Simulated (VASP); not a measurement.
Set up this calculation in VASP 6.6.1, as the native input.

| Property | Result |
| --- | --- |
| Task | single point |
| Functional | r2SCAN |
| Potentials or basis | VASP PAW PBE potentials, release 64 (Re) |
| Cutoff | 520 eV |
| k mesh | 14 × 14 × 14 |
| Occupations | fermi-dirac, width 0.08 eV |
| Spin | no spin polarisation |
| Dipole correction | no |
| Further INCAR settings | ALGO = Normal; EDIFF = 1e-06; NBANDS = 10 |

Re:

```
CELL_PARAMETERS angstrom
0.00000 1.94660 1.94660
1.94660 0.00000 1.94660
1.94660 1.94660 0.00000
ATOMIC_POSITIONS crystal
Re 0.00000 0.00000 0.00000
```

The input as run:

POSCAR

```
Re
1.0
    0.0000000000      1.9465995614      1.9465995614
    1.9465995614      0.0000000000      1.9465995614
    1.9465995614      1.9465995614      0.0000000000
Re
1
Direct
    0.0000000000      0.0000000000      0.0000000000
```

INCAR.step1

```
SYSTEM = Re
PREC = Accurate ; ENCUT = 520
ISMEAR = -1 ; SIGMA = 0.08
LREAL = .FALSE. ; LASPH = .TRUE.
NELM = 60 ; NBANDS = 10
GGA = PE ; ALGO = Normal
EDIFF = 1E-4 ; LWAVE = .TRUE.
LCHARG = .FALSE.
```

INCAR.step2

```
SYSTEM = Re
PREC = Accurate ; ENCUT = 520
EDIFF = 1E-6 ; ISMEAR = -1
SIGMA = 0.08 ; LREAL = .FALSE.
LASPH = .TRUE. ; NELM = 60
ALGO = Normal ; ISIF = 2
LWAVE = .FALSE. ; LCHARG = .FALSE.
METAGGA = R2SCAN ; LMIXTAU = .TRUE.
NBANDS = 10 ; ISTART = 1
```

KPOINTS

```
regular mesh
0
G
  14 14 14
  0 0 0
```

Potentials or basis: VASP PAW PBE potentials, release 64 (Re).

Command:

```sh
$ cat potpaw_PBE.64/Re/POTCAR > POTCAR
$ cp INCAR.step1 INCAR
$ mpirun -np 1 vasp_std > vasp.out
$ cp INCAR.step2 INCAR
$ mpirun -np 1 vasp_std > vasp.out
```

It gave:

```json
{"Pressure": "0.0 GPa"}
```

Caveat: the PAW data sets were made with another functional, which shifts forces and pressure a little.

Run time: 60 s on 1 thread of Intel(R) Xeon(R) Platinum 8259CL CPU @ 2.50GHz (Skylake/Cascade Lake), on a shared host, peak memory 0.14 GiB.
